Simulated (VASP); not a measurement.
# TiAl3 (P4mm) in VASP: notebook

The runs below take TiAl3 through single point, with PBEsol.

All numbers are computed with VASP 6.6.1; they aren't measurements. Logs are shortened: lines on timing, memory, paths and dates and some standing lists are left out, and cuts for length are marked.

## Step 1: The cell of the first run

The structure is tetragonal, space group P4mm (No. 99). The conventional cell has a = 3.948 Å, b = 3.948 Å, c = 3.948 Å, α = 90.00°, β = 90.00°, γ = 90.00°. Within 3.3 Å of Ti (site symmetry 4mm) lie 12 Al at 2.46 to 3.17 Å. Within 3.3 Å of Al (site symmetry 2mm) lie 4 Ti at 2.46 to 3.17 Å and 8 Al at 2.79 Å. Al (site symmetry 4mm) has 8 Al at 2.79 Å and 4 Ti at 2.84 Å within 3.7 Å.

## Step 2: Single point, PBEsol

INCAR reads:

```
PREC = Accurate
ENCUT = 520
EDIFF = 1E-6
ISMEAR = 0
SIGMA = 0.15
LREAL = F
LASPH = T
NELM = 80
ALGO = Fast
ISIF = 2
LWAVE = F
LCHARG = T
GGA = PS
LELF = T
LVHAR = T
NBANDS = 18
```

KPOINTS reads:

```
regular mesh
0
Gamma
  12 12 12
```

POSCAR reads:

```
TiAl3
1.0
    3.9483448106      0.0000000000      0.0000000000
    0.0000000000      3.9483448106      0.0000000000
    0.0000000000      0.0000000000      3.9483448106
Ti Al
1 3
Direct
    0.0000000000      0.0000000000      0.0000000000
    0.6266353432      0.5000000000      0.0000000000
    0.6266353432      0.0000000000      0.5000000000
    0.1266353432      0.5000000000      0.5000000000
```

Potentials or basis: VASP PAW PBE potentials, release 64 (Ti_sv, Al).

Launch:

```bash
$ cat potpaw_PBE.64/Ti_sv/POTCAR potpaw_PBE.64/Al/POTCAR > POTCAR
$ mpirun -np 1 vasp_std > vasp.out
```

OUTCAR:

```text
PREC = Accurate
   ENCUT = 520
   EDIFF = 1E-6
   ISMEAR = 0
   LREAL = F
   LASPH = T
   NELM = 80
   ISIF = 2
   GGA = PS

 ion  position               nearest neighbor table
   1  0.000  0.000  0.000-   2 2.46   3 2.46   3 2.46   2 2.46   4 2.84   4 2.84   4 2.84   4 2.84

   2  0.627  0.500  0.000-   1 2.46   1 2.46   4 2.79   3 2.79   4 2.79   3 2.79   3 2.79   3 2.79
                             4 2.79   4 2.79
   3  0.627  0.000  0.500-   1 2.46   1 2.46   4 2.79   2 2.79   2 2.79   2 2.79   4 2.79   2 2.79
                             4 2.79   4 2.79
   4  0.127  0.500  0.500-   2 2.79   3 2.79   2 2.79   3 2.79   2 2.79   3 2.79   2 2.79   3 2.79
                             1 2.84   1 2.84   1 2.84   1 2.84

  LATTYP: Found a simple cubic cell.
 ALAT       =     3.9483448106

  Lattice vectors:

 A1 = (   3.9483448106,   0.0000000000,   0.0000000000)
 A2 = (   0.0000000000,   3.9483448106,   0.0000000000)
 A3 = (   0.0000000000,   0.0000000000,   3.9483448106)

Analysis of symmetry for initial positions (statically):
=====================================================================
 Subroutine PRICEL returns:
 Original cell was already a primitive cell.

 Routine SETGRP: Setting up the symmetry group for a
 simple cubic supercell.

 Subroutine GETGRP returns: Found  8 space group operations
 (whereof  8 operations were pure point group operations)
 out of a pool of 48 trial point group operations.

The static configuration has the point symmetry C_4v.

Analysis of symmetry for dynamics (positions and initial velocities):
=====================================================================
 Subroutine PRICEL returns:
 Original cell was already a primitive cell.

 Routine SETGRP: Setting up the symmetry group for a
 simple cubic supercell.

 Subroutine GETGRP returns: Found  8 space group operations
 (whereof  8 operations were pure point group operations)
 out of a pool of 48 trial point group operations.

The dynamic configuration has the point symmetry C_4v.

 Subroutine INISYM returns: Found  8 space group operations
 (whereof  8 operations are pure point group operations),
 and found     1 'primitive' translations

----------------------------------------------------------------------------------------

                                     Primitive cell

  volume of cell :      61.5524

  direct lattice vectors                    reciprocal lattice vectors
     3.948344811  0.000000000  0.000000000     0.253270686  0.000000000  0.000000000
     0.000000000  3.948344811  0.000000000     0.000000000  0.253270686  0.000000000
     0.000000000  0.000000000  3.948344811     0.000000000  0.000000000  0.253270686

  length of vectors
     3.948344811  3.948344811  3.948344811     0.253270686  0.253270686  0.253270686

  position of ions in fractional coordinates (direct lattice)
     0.000000000  0.000000000  0.000000000
     0.626635343  0.500000000  0.000000000
     0.626635343  0.000000000  0.500000000
     0.126635343  0.500000000  0.500000000

  ion indices of the primitive-cell ions
   primitive index   ion index
                 1           1
                 2           2
                 3           3
                 4           4

----------------------------------------------------------------------------------------

 KPOINTS: regular mesh

Automatic generation of k-mesh.
 Grid dimensions read from file:
 generate k-points for:   12   12   12

 Generating k-lattice:

  Cartesian coordinates                     Fractional coordinates (reciprocal lattice)
     0.021105891  0.000000000  0.000000000     0.083333333  0.000000000  0.000000000
     0.000000000  0.021105891  0.000000000     0.000000000  0.083333333  0.000000000
     0.000000000  0.000000000  0.021105891     0.000000000  0.000000000  0.083333333

  Length of vectors
     0.021105891  0.021105891  0.021105891

  Shift w.r.t. Gamma in fractional coordinates (k-lattice)
     0.000000000  0.000000000  0.000000000

 Subroutine IBZKPT returns following result:
 ===========================================

 Found    196 irreducible k-points:

 Following reciprocal coordinates:
            Coordinates               Weight
  0.000000  0.000000  0.000000      1.000000
  0.083333  0.000000  0.000000      2.000000
  0.000000  0.083333  0.000000      4.000000
  0.166667  0.000000  0.000000      2.000000
  0.000000  0.166667  0.000000      4.000000
  0.250000  0.000000  0.000000      2.000000
[... 16 lines left out ...]
  0.000000  0.333333  0.083333      8.000000
  0.083333  0.000000  0.333333      8.000000
 [... further k-points ...]
   k-points           NKPTS =    196   k-points in BZ     NKDIM =    196   number of bands    NBANDS=     18
   number of dos      NEDOS =    301   number of ions     NIONS =      4
   total plane-waves  NPLWV =  27000
   dimension x,y,z NGX =    30 NGY =   30 NGZ =   30
   dimension x,y,z NGXF=    60 NGYF=   60 NGZF=   60
   ions per type =               1   3
   NGX,Y,Z   is equivalent  to a cutoff of  12.63, 12.63, 12.63 a.u.
   NGXF,Y,Z  is equivalent  to a cutoff of  25.26, 25.26, 25.26 a.u.
 SYSTEM =  unknown system
   PREC   = accura    normal or accurate (medium, high low for compatibility)
   ISTART =      0    job   : 0-new  1-cont  2-samecut
   ICHARG =      2    charge: 1-file 2-atom 10-const
   ISPIN  =      1    spin polarized calculation?
   LNONCOLLINEAR =      F non collinear calculations
   LSORBIT =      F    spin-orbit coupling
   LASPH  =      T    aspherical Exc in radial PAW
   ENCUT  =  520.0 eV  38.22 Ry    6.18 a.u.   7.34  7.34  7.34*2*pi/ulx,y,z
   NELM   =     80;   NELMIN=  2; NELMDL= -5     # of ELM steps
   EDIFF  = 0.1E-05   stopping-criterion for ELM
   LREAL  =      F    real-space projection
   EDIFFG = 0.1E-04   stopping-criterion for IOM
   NSW    =      0    number of steps for IOM
   IBRION =     -1    ionic relax: 0-MD 1-quasi-New 2-CG
   NFREE  =      0    steps in history (QN), initial steepest desc. (CG)
   ISIF   =      2    stress and relaxation
   ISYM   =      2    0-nonsym 1-usesym 2-fastsym
   POTIM  = 0.5000    time-step for ionic-motion
   TEBEG  =    0.0;   TEEND  =   0.0 temperature during run
   PSTRESS=    0.0 pullay stress
   NELECT =      21.0000    total number of electrons
   NUPDOWN=      -1.0000    fix difference up-down
   EMIN   =  10.00;   EMAX   =-10.00  energy-range for DOS
   EFERMI =   0.00;   METHOD = LEGACY
   ISMEAR =     0;   SIGMA  =   0.15  broadening in eV -4-tet -1-fermi 0-gaus
   EFERMI_NEDOS =   21; number of points for ismear=-14 and -15
   IALGO  =     68    algorithm
   IMIX   =      4    mixing-type and parameters
     AMIX     =   0.40;   BMIX     =  1.00
     AMIX_MAG =   1.60;   BMIX_MAG =  1.00
  volume/ion in A,a.u.               =      15.39       103.84
  Fermi-wavevector in a.u.,A,eV,Ry     =   1.143930  2.161715 17.804261  1.308576
  Thomas-Fermi vector in A             =   2.280624
   LORBIT       =      0    0 simple, 1 ext, 2 COOP (PROOUT), +10 PAW based schemes
   GGA     = PS    functional components
   LHFCALC =     F    Hartree Fock is set to
   AEXX    =    0.0000 exact exchange contribution
   IVDW    =     0    specifies the selected vdW correction
   LEPSILON=     F    determine dielectric tensor
   LRPA    =     F    only Hartree local field effects (RPA)
 non-spin polarized calculation
 RMM-DIIS sequential band-by-band and
 Gauss-broadening in eV      SIGMA  =   0.15
  energy-cutoff  :      520.00
  volume of cell :       61.55
 maximum number of plane-waves:      1683
 NGX is ok and might be reduce to    30
   NGX = 15   NGY = 15   NGZ = 15

 number of electron      20.9999997 magnetization

 Free energy of the ion-electron system (eV)
  ---------------------------------------------------
  ext. energy  EPLUGINS =         0.00000000
  ---------------------------------------------------
  free energy    TOTEN  =       -20.94503041 eV

  energy without entropy =      -20.92230697  energy(sigma->0) =      -20.93366869

 E-fermi :   8.9484     XC(G=0): -10.8973

 val. band max:        8.9400920632   @ k =   0.0833   0.4167   0.4167
 cond. band min:       8.9509284302   @ k =   0.4167   0.2500   0.0000
 fundamental gap:      0.0108363669
 Fermi energy:         8.9483905268

 k-point     1 :       0.0000    0.0000    0.0000
  band No.  band energies     occupation
      1     -47.4707      2.00000
      2     -23.9200      2.00000
      3     -23.9200      2.00000
      4     -23.9025      2.00000
      5      -1.7389      2.00000
      6       5.7651      2.00000
[... 10 lines left out ...]
     17      14.9586      0.00000
     18      14.9586      0.00000

 k-point     2 :       0.0833    0.0000    0.0000
  band No.  band energies     occupation
      1     -47.4706      2.00000
      2     -23.9199      2.00000
      3     -23.9199      2.00000
      4     -23.9038      2.00000
      5      -1.6716      2.00000
      6       5.3254      2.00000
[... 10 lines left out ...]
     17      14.8130      0.00000
     18      14.8130      0.00000

 k-point     3 :       0.0000    0.0833    0.0000
  band No.  band energies     occupation
      1     -47.4706      2.00000
      2     -23.9215      2.00000
      3     -23.9199      2.00000
      4     -23.9024      2.00000
      5      -1.6708      2.00000
      6       5.3394      2.00000
[... 10 lines left out ...]
     17      14.9659      0.00000
     18      14.9929      0.00000

 k-point     4 :       0.1667    0.0000    0.0000
  band No.  band energies     occupation
      1     -47.4704      2.00000
      2     -23.9196      2.00000
      3     -23.9196      2.00000
      4     -23.9076      2.00000
      5      -1.4708      2.00000
      6       4.4220      2.00000
[... 375 lines left out ...]
      4     -23.9176      2.00000
      5      -0.6264      2.00000
      6       2.5185      2.00000
[... 10 lines left out ...]
     17      12.9282      0.00000
     18      15.0378      0.00000

 k-point    23 :       0.0000    0.3333    0.0833
  band No.  band energies     occupation
      1     -47.4699      2.00000
      2     -23.9370      2.00000
      3     -23.9202      2.00000
      4     -23.9009      2.00000
      5      -0.6196      2.00000
      6       2.5523      2.00000
[... 10 lines left out ...]
     17      13.7336      0.00000
     18      14.5073      0.00000

 k-point    24 :       0.0833    0.0000    0.3333
  band No.  band energies     occupation
      1     -47.4699      2.00000
      2     -23.9370      2.00000
      3     -23.9186      2.00000
      4     -23.9024      2.00000
      5      -0.6196      2.00000
      6       2.5522      2.00000
[... 10 lines left out ...]
     17      13.4427      0.00000
     18      14.8316      0.00000

 [... further k-points ...]

------------------------ aborting loop because EDIFF is reached ----------------------------------------

  FORCE on cell =-STRESS in cart. coord.  units (eV):
  Direction    XX          YY          ZZ          XY          YZ          ZX
  --------------------------------------------------------------------------------------
  -------------------------------------------------------------------------------------
  Total        3.5329937      2.8607446      2.8607446      0.0000000      0.0000000      0.0000000
  in kB       91.9619627     74.4636728     74.4636728      0.0000000      0.0000000      0.0000000
  external PRESSURE =      80.2964361 kB  Pullay stress =       0.0000000 kB

 VOLUME and BASIS-vectors are now :
 -----------------------------------------------------------------------------
  energy-cutoff  :      520.00
  volume of cell :       61.55
      direct lattice vectors                 reciprocal lattice vectors
     3.948344811  0.000000000  0.000000000     0.253270686  0.000000000  0.000000000
     0.000000000  3.948344811  0.000000000     0.000000000  0.253270686  0.000000000
     0.000000000  0.000000000  3.948344811     0.000000000  0.000000000  0.253270686

 POSITION                                       TOTAL-FORCE (eV/Angst)
 -----------------------------------------------------------------------------------
      0.00000      0.00000      0.00000         4.893901      0.000000     -0.000000
      2.47417      1.97417      0.00000        -2.164014     -0.000000     -0.000000
      2.47417      0.00000      1.97417        -2.164014      0.000000      0.000000
      0.50000      1.97417      1.97417        -0.565873      0.000000     -0.000000
 -----------------------------------------------------------------------------------
    total drift:                                0.008510      0.000000      0.000000

  FREE ENERGIE OF THE ION-ELECTRON SYSTEM (eV)
  ---------------------------------------------------
  free  energy   TOTEN  =       -20.9450304135 eV

  energy  without entropy=      -20.9223069725  energy(sigma->0) =      -20.93366869
```

It took 6.6 min on 1 thread of AMD EPYC 9R14 (Zen 4), shared host; peak memory 0.29 GiB.

What came out:

```yaml
Free_energy: -20.9450 eV
Pressure: 8.0 GPa
Largest_force: 4.894 eV/Å
Band_gap_on_the_k_mesh: zero (an odd number of electrons rules out a gap without spin polarisation)
```

Forces on the atoms (eV/Å):
```
Ti   4.894  0.000  0.000
Al  -2.164  0.000  0.000
Al  -2.164  0.000  0.000
Al  -0.566  0.000  0.000
```

Stress tensor (GPa, compression positive):
```
9.20 0.00 0.00
0.00 7.45 0.00
0.00 0.00 7.45
```

Caveat: the cell differs from its parent crystal (all Al atoms moved -0.500 Å, as atom 2 towards its neighbour atom 2 (Al) at 3.948 Å); the cell stands under pressure; the PAW data sets were made with another functional, which shifts forces and pressure a little.

(Continued in part 2 of 2.)
